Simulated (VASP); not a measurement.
# Li3C4 (P-6m2) in VASP: a series of runs, part 2 of 2

VASP 6.6.1. The steps go on from the part before.

## (3) Relaxation of cell and atoms, PBE

This run uses another cell than the first one, of 10.44 Å³/atom, 0.775 times its volume.

Input file INCAR:

```
PREC     = Accurate       # precision mode
ENCUT    = 600            # plane-wave cutoff, eV
EDIFF    = 1E-6           # SCF threshold, eV
ISMEAR   = 0              # smearing method
SIGMA    = 0.1            # smearing width, eV
LREAL    = False          # projectors in reciprocal space
LASPH    = True           # aspherical terms in the spheres
NELM     = 100            # most SCF steps
ALGO     = Normal         # electronic algorithm
ISIF     = 3              # what is computed and relaxed
LWAVE    = False          # write WAVECAR
LCHARG   = False          # write CHGCAR
GGA      = PE             # functional
IBRION   = 2              # ionic algorithm
NSW      = 90             # ionic steps
EDIFFG   = -0.04          # ionic threshold
```

Input file KPOINTS:

```
Automatic mesh
0
Gamma
  6 6 4
```

Input file POSCAR:

```
Li3C4
1.0
    3.7556302800      0.0000000000      0.0000000000
   -1.8778151400      3.2524712300      0.0000000000
    0.0000000000      0.0000000000      5.9801997800
Li C
3 4
Direct
    0.6666666700      0.3333333300      0.5000000000
    0.3333333300      0.6666666700      0.5000000000
    0.0000000000      0.0000000000      0.5000000000
    0.6666666700      0.3333333300      0.2325135500
    0.6666666700      0.3333333300      0.7674864500
    0.6666666700      0.3333333300      0.0000000000
    0.0000000000      0.0000000000      0.0000000000
```

Potentials or basis: VASP PAW PBE potentials, release 64 (Li_sv, C).

Started as:

```bash
> cat potpaw_PBE.64/Li_sv/POTCAR potpaw_PBE.64/C/POTCAR > POTCAR
> mpirun -np 1 vasp_std > vasp.out
```

OUTCAR:

```text
PREC = Accurate
   ENCUT = 600
   EDIFF = 1E-6
   ISMEAR = 0
   LREAL = False
   LASPH = True
   NELM = 100
   ISIF = 3
   GGA = PE
   IBRION = 2
   NSW = 90
   EDIFFG = -0.04

 ion  position               nearest neighbor table
   1  0.667  0.333  0.500-   4 1.60   5 1.60   2 2.17   3 2.17   2 2.17   3 2.17   3 2.17   2 2.17

   2  0.333  0.667  0.500-   3 2.17   1 2.17   1 2.17   3 2.17   3 2.17   1 2.17
   3  0.000  0.000  0.500-   1 2.17   2 2.17   1 2.17   2 2.17   1 2.17   2 2.17
   4  0.667  0.333  0.233-   6 1.39   1 1.60
   5  0.667  0.333  0.767-   6 1.39   1 1.60
   6  0.667  0.333  0.000-   4 1.39   5 1.39
   7  0.000  0.000  0.000-

  LATTYP: Found a hexagonal cell.
 ALAT       =     3.7556302800
 C/A-ratio  =     1.5923292055

  Lattice vectors:

 A1 = (   3.7556302800,   0.0000000000,   0.0000000000)
 A2 = (  -1.8778151400,   3.2524712300,   0.0000000000)
 A3 = (   0.0000000000,   0.0000000000,   5.9801997800)

Analysis of symmetry for initial positions (statically):
=====================================================================
 Subroutine PRICEL returns:
 Original cell was already a primitive cell.

 Routine SETGRP: Setting up the symmetry group for a
 hexagonal supercell.

[... 184 lines left out ...]
  external PRESSURE =      57.2473177 kB  Pullay stress =       0.0000000 kB
[... 104 lines left out ...]
  FREE ENERGIE OF THE ION-ELECTRON SYSTEM (eV)
  ---------------------------------------------------
  free  energy   TOTEN  =       -29.5812111315 eV

  energy  without entropy=      -29.5567095546  energy(sigma->0) =      -29.56896034

 E-fermi :   2.6100     XC(G=0):  -9.0483

 val. band max:        2.5649804754   @ k =   0.3333   0.1667   0.2500
 cond. band min:       2.6423241158   @ k =   0.3333   0.1667   0.0000
 fundamental gap:      0.0773436403
 Fermi energy:         2.6100135491

 k-point     1 :       0.0000    0.0000    0.0000
  band No.  band energies     occupation
      1     -45.1463      2.00000
      2     -44.9561      2.00000
      3     -42.3757      2.00000
      4     -13.4116      2.00000
      5      -9.8121      2.00000
      6      -5.4693      2.00000
[... 376 lines left out ...]
      3     -42.3826      2.00000
      4     -12.8431      2.00000
      5      -9.5325      2.00000
      6      -7.5379      2.00000
[... 8 lines left out ...]
     15       4.2386      0.00000
     16       5.5849      0.00000

[... ionic steps 4 to 11 ...]

--------------------------------------- Ionic step       12  -------------------------------------------

 number of electron      25.0000008 magnetization

------------------------ aborting loop because EDIFF is reached ----------------------------------------
[... 77 lines left out ...]
--------------------------------------- Ionic step       14  -------------------------------------------

 number of electron      25.0000008 magnetization

 Free energy of the ion-electron system (eV)
  ---------------------------------------------------
  ext. energy  EPLUGINS =         0.00000000
  ---------------------------------------------------
  free energy    TOTEN  =       -30.03916899 eV

  energy without entropy =      -30.00340785  energy(sigma->0) =      -30.02128842

 E-fermi :   1.7246     XC(G=0):  -8.4247

 val. band max:        1.7091613204   @ k =   0.1667   0.0000   0.0000
 cond. band min:       1.7367690918   @ k =   0.3333   0.0000   0.0000
 fundamental gap:      0.0276077714
 Fermi energy:         1.7245826169

 k-point     1 :       0.0000    0.0000    0.0000
  band No.  band energies     occupation
      1     -46.1709      2.00000
      2     -46.0156      2.00000
      3     -42.9434      2.00000
      4     -13.7722      2.00000
      5     -10.4421      2.00000
      6      -6.7189      2.00000
[... 422 lines left out ...]
  FREE ENERGIE OF THE ION-ELECTRON SYSTEM (eV)
  ---------------------------------------------------
  free  energy   TOTEN  =       -30.0391689889 eV

  energy  without entropy=      -30.0034078506  energy(sigma->0) =      -30.02128842

 reached required accuracy - stopping structural energy minimisation
```

OSZICAR:

```text
N       E                     dE             d eps       ncg     rms          rms(c)
DAV:   1     0.134211703976E+03    0.13421E+03   -0.12996E+04   672   0.173E+03
DAV:   2    -0.154505701222E+02   -0.14966E+03   -0.14791E+03   848   0.355E+02
DAV:   3    -0.336028396044E+02   -0.18152E+02   -0.18011E+02  1304   0.837E+01
DAV:   4    -0.347121324590E+02   -0.11093E+01   -0.11019E+01   992   0.259E+01
[... 141 lines left out ...]
DAV:   3    -0.300392807745E+02    0.27324E-04   -0.15964E-03   952   0.130E-01    0.975E-02
DAV:   4    -0.300391762494E+02    0.10453E-03   -0.60839E-04   928   0.685E-02    0.453E-02
DAV:   5    -0.300391678579E+02    0.83915E-05   -0.85108E-05  1056   0.536E-02    0.557E-03
DAV:   6    -0.300391691635E+02   -0.13056E-05   -0.16426E-05   984   0.262E-02    0.342E-03
DAV:   7    -0.300391689889E+02    0.17464E-06   -0.44911E-07   400   0.525E-03
  14 F= -.30039169E+02 E0= -.30021288E+02  d E =-.403650E-03
```

CONTCAR:

```text
Li3C4
   1.00000000000000
     4.2512649084520362    0.0000000000000000   -0.0000000000000000
    -2.1256324542260181    3.6817034093581165    0.0000000000000000
     0.0000000000000000   -0.0000000000000000    6.0828190111286000
  Li              C
     3     4
Direct
     0.6666666699999979    0.3333333300000021    0.5000000000000000
     0.3333333300000021    0.6666666699999979    0.5000000000000000
     1.0000000000000000    0.0000000000000000    0.5000000000000000
     0.6666666699999979    0.3333333300000021    0.2173290544840668
     0.6666666699999979    0.3333333300000021    0.7826709455159330
     0.6666666699999979    0.3333333300000021    1.0000000000000000
     1.0000000000000000    0.0000000000000000    1.0000000000000000

  0.00000000E+00  0.00000000E+00  0.00000000E+00
  0.00000000E+00  0.00000000E+00  0.00000000E+00
  0.00000000E+00  0.00000000E+00  0.00000000E+00
  0.00000000E+00  0.00000000E+00  0.00000000E+00
  0.00000000E+00  0.00000000E+00  0.00000000E+00
  0.00000000E+00  0.00000000E+00  0.00000000E+00
  0.00000000E+00  0.00000000E+00  0.00000000E+00
```

It took 2.8 min on 1 thread of Intel Xeon Platinum 8488C (Sapphire Rapids), shared host; peak memory 0.2 GiB.

What came out:

```
Free energy                            : -30.0392 eV
Relaxed volume                         : 13.60 Å³/atom
Relaxed cell                           : a = 4.251 Å, b = 4.251 Å, c = 6.083 Å, α = 90.00°, β = 90.00°, γ = 120.00°
Space group after relaxing (to 0.05 Å) : P-6m2 (No. 187)
Energy gained by relaxing              : 108.2 meV/atom
Ionic steps                            : 14
Pressure after relaxing                : -0.1 GPa
Largest force after relaxing           : 0.021 eV/Å
```

Forces on the atoms (eV/Å):
```
Li   0.000  0.000  0.000
Li   0.000  0.000  0.000
Li   0.000  0.000  0.000
C    0.000  0.000 -0.021
C    0.000  0.000  0.021
C    0.000  0.000  0.000
C    0.000  0.000  0.000
```

The path:
```csv
step,energy change (eV),largest force (eV/Å),pressure (GPa),volume (Å³)
1,0.0000,3.5702,5.72,73.05
2,0.6008,10.0744,19.95,77.04
3,-0.2996,0.7035,9.34,74.63
4,-0.5494,0.2448,2.39,81.83
5,-0.5836,0.1362,-1.58,87.72
6,-0.7076,1.2035,0.04,93.34
7,-0.7089,1.4077,0.28,94.06
8,-0.7230,1.3224,-1.98,97.67
9,-0.7524,0.0972,-1.06,96.04
10,-0.7551,0.2125,0.27,95.54
11,-0.7567,0.0929,-0.24,95.73
12,-0.7571,0.0768,-0.29,95.51
13,-0.7571,0.0627,-0.28,95.52
14,-0.7575,0.0208,-0.10,95.21
```

Final structure:
```
Li C
1.0
     4.25126    0.00000    0.00000
    -2.12563    3.68170    0.00000
     0.00000    0.00000    6.08282
Li C
3 4
Direct
  0.66667 0.33333 0.50000
  0.33333 0.66667 0.50000
  0.00000 0.00000 0.50000
  0.66667 0.33333 0.21733
  0.66667 0.33333 0.78267
  0.66667 0.33333 0.00000
  0.00000 0.00000 0.00000
```

Caveat: the cutoff is under 1.25 times the usual one of these potentials, so pressure, stress and relaxed cells hold a basis-set (Pulay) error; the volume moved by over 15 % at a fixed basis, so the end points are rough.
